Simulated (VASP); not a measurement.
Input of a VASP 6.6.1 run:

The input INCAR:

```
SYSTEM = Zr3S2
PREC     = Accurate       ! precision mode
ENCUT    = 520            ! plane-wave cutoff, eV
EDIFF    = 1E-6           ! SCF threshold, eV
ISMEAR   = -1             ! smearing method
SIGMA    = 0.05           ! smearing width, eV
LREAL    = .False.        ! projectors in reciprocal space
LASPH    = .True.         ! aspherical terms in the spheres
NELM     = 80             ! most SCF steps
ALGO     = Normal         ! electronic algorithm
ISIF     = 2              ! what is computed and relaxed
LWAVE    = .False.        ! write WAVECAR
LCHARG   = .True.         ! write CHGCAR
GGA      = PS             ! functional
LELF     = .True.         ! ELF
LVHAR    = .True.       
NBANDS   = 32             ! bands
```

File KPOINTS:

```
regular mesh
0
Gamma
  6 6 6
  0 0 0
```

POSCAR

```
Zr3S2
1.0
    2.8629871896      1.6529464246      3.4373051009
   -2.8629871896      1.6529464246      3.4373051009
    0.0000000000     -3.3058928492      3.4373051009
Zr S
3 2
Direct
    0.8384259188      0.5000000000      0.1615740812
    0.5000000000      0.1615740812      0.8384259188
    0.1615740812      0.8384259188      0.5000000000
    0.6649317152      0.6649317152      0.6649317152
    0.3350682848      0.3350682848      0.3350682848
```

Potentials or basis: VASP PAW PBE potentials, release 64 (Zr_sv, S).

Run with:

```sh
$ cat potpaw_PBE.64/Zr_sv/POTCAR potpaw_PBE.64/S/POTCAR > POTCAR
$ mpirun -np 1 vasp_std > vasp.out
```

(1) What does it give for the pressure?

(2) Estimate the band gap on the k mesh.

Answers

(1) 0.1 GPa.

(2) zero (band 24 reaches 9.35 eV, above the bottom of band 25 at 9.12 eV).

Caveat: the PAW data sets were made with another functional, which shifts forces and pressure a little.
